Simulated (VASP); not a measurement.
Here is a VASP 6.6.1 calculation.

File INCAR:

```
SYSTEM = CdSe
ALGO = Normal
EDIFF = 1E-6
ENCUT = 500
GGA = CA
GGA_COMPAT = .False.
ISIF = 2
ISMEAR = -1
LASPH = .True.
LCHARG = .True.
LELF = .True.
LREAL = .False.
LVHAR = .True.
LWAVE = .False.
NBANDS = 16
NELM = 120
PREC = Accurate
SIGMA = 0.1
```

Contents of KPOINTS:

```
k-points
0
Gamma
  6 6 6
  0 0 0
```

The input POSCAR:

```
CdSe
1.0
    0.0000000000      2.9486414830      2.9486414830
    2.9486414830      0.0000000000      2.9486414830
    2.9486414830      2.9486414830      0.0000000000
Cd Se
1 1
Direct
    0.0000000000      0.0000000000      0.0000000000
    0.5000000000      0.5000000000      0.5000000000
```

Potentials or basis: VASP PAW LDA potentials, release 64 (Cd, Se).

Launch:

```sh
$ cat potpaw_LDA.64/Cd/POTCAR potpaw_LDA.64/Se/POTCAR > POTCAR
$ mpirun -np 1 vasp_std > vasp.out
```

**Question.** Predict the pressure.

**Answer.** -8.6 GPa.

**Question.** Predict the band gap on the k mesh.

**Answer.** Zero (band 9 reaches 1.47 eV, above the bottom of band 10 at 0.87 eV).
